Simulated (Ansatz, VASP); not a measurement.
Two plane-wave programs on SnO2

```xyz
6
Lattice="4.9221 0.0000 0.0000 0.0000 4.9221 0.0000 0.0000 0.0000 3.3016" Properties=species:S:1:pos:R:3 pbc="T T T"
Sn    0.0000    0.0000    0.0000
Sn    2.4611    2.4611    1.6508
O     1.5090    1.5090    0.0000
O     0.9520    3.9701    1.6508
O     3.9701    0.9520    1.6508
O     3.4131    3.4131    0.0000
```

Alike in both runs: task single point; functional PBE; k mesh 4 × 4 × 6; no spin polarisation.

```csv
,VASP,Ansatz
version,VASP 6.6.1,Ansatz 0.2.0
potentials or method,"VASP PAW PBE potentials, release 64 (Sn_d, O)","plane waves, PAW"
plane-wave cutoff (eV),520,420
occupations,"gaussian, width 0.01 eV",fixed
valence electrons in the cell,52,52
```

```csv
,VASP,Ansatz,Ansatz less VASP
gap on the k mesh at the Fermi level (eV),0.07,0.08,+0.012
pressure (GPa),-8.7,-9.2,-0.48
"traceless stress, the component that is largest in VASP (GPa)",-1.76,-1.93,-0.172
rms of the force components (eV/Å),0.082,0.089,+0.0069
```

Atom by atom the forces differ by 0.007 eV/Å (rms over components).
